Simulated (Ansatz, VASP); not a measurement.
# HfO2: VASP beside Ansatz

```
Hf O
1.0
     5.08032    0.00000    0.00000
     0.00000    5.16487    0.00000
     0.00000    0.00000    4.89088
Hf O
4 8
Direct
  0.27741 0.28180 0.72793
  0.77741 0.21820 0.27207
  0.72259 0.71820 0.72793
  0.22259 0.78180 0.27207
  0.50000 0.50000 0.42438
  0.00000 0.00000 0.57562
  0.50000 0.00000 0.51095
  0.00000 0.50000 0.48905
  0.31318 0.66365 0.89547
  0.81318 0.83635 0.10453
  0.68682 0.33635 0.89547
  0.18682 0.16365 0.10453
```

Alike in both runs: task single point; functional PBE; k mesh 6 × 6 × 6; occupations gaussian, width 0.05 eV; no spin polarisation.

```csv
,VASP,Ansatz
version,VASP 6.6.1,Ansatz 0.2.0
potentials or method,"VASP PAW PBE potentials, release 64 (Hf_pv, O), cutoff 520 eV","scalar-relativistic, plane waves, PAW"
valence electrons in the cell,88,152
```

Ansatz gave:

* gap on the k mesh at the Fermi level (eV): 3.86
* pressure (GPa): 9.9
* traceless stress, the component that is largest in VASP (GPa): -0.58
* rms of the force components (eV/Å): 0.081

**Question.** Estimate VASP's values.

**Answer.** gap on the k mesh at the Fermi level (eV): 3.83; pressure (GPa): 6.5; traceless stress, the component that is largest in VASP (GPa): -0.39; rms of the force components (eV/Å): 0.043.

Atom by atom the forces differ by 0.041 eV/Å (rms over components). VASP's potentials hold 88 valence electrons a cell and Ansatz's 152, so a difference there can come from the potentials and not from the codes.

Spin-orbit coupling is off throughout.
